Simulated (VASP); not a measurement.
The system is HfO2.

```
Hf O
1.0
     5.05980    0.00000    0.00000
     0.00000   10.01720    0.00000
     0.00000    0.00000    5.22760
Hf O
8 16
Direct
  0.74515 0.88454 0.96486
  0.24515 0.61546 0.03514
  0.25485 0.38454 0.53514
  0.75485 0.11546 0.46486
  0.25485 0.11546 0.03514
  0.75485 0.38454 0.96486
  0.74515 0.61546 0.46486
  0.24515 0.88454 0.53514
  0.87051 0.79074 0.62402
  0.37051 0.70926 0.37598
  0.12949 0.29074 0.87598
  0.62949 0.20926 0.12402
  0.12949 0.20926 0.37598
  0.62949 0.29074 0.62402
  0.87051 0.70926 0.12402
  0.37051 0.79074 0.87598
  0.50288 0.97644 0.26172
  0.00288 0.52356 0.73828
  0.49712 0.47644 0.23828
  0.99712 0.02356 0.76172
  0.49712 0.02356 0.73828
  0.99712 0.47644 0.26172
  0.50288 0.52356 0.76172
  0.00288 0.97644 0.23828
```

Base run:

* Program: VASP 6.6.1
* Functional: PBEsol
* Potentials or basis: VASP PAW PBE potentials, release 64 (Hf_pv, O)
* Cutoff: 520 eV
* k mesh: 5 × 3 × 5
* Occupations: fermi-dirac, width 0.02 eV
* Spin: no spin polarisation

Its results: band gap on the k mesh 4.19 eV (least direct gap 4.35 eV); pressure -5.4 GPa; largest force 0.101 eV/Å.

Task: The run is repeated on the same cell with these changes: functional from PBEsol to LDA; potentials or basis from VASP PAW PBE potentials, release 64 (Hf_pv, O) to VASP PAW LDA potentials, release 64 (Hf_pv, O). What comes out?

Result: Band gap on the k mesh 4.10 eV (least direct gap 4.26 eV); pressure -11.3 GPa; largest force 0.151 eV/Å.

Caveats: the cell stands under tension; spin-orbit coupling is left out, which moves the levels of the heavy elements; an odd mesh through Γ misses points on the zone boundary, where band edges can lie; the PAW data sets were made with another functional, which shifts forces and pressure a little (at least some runs).
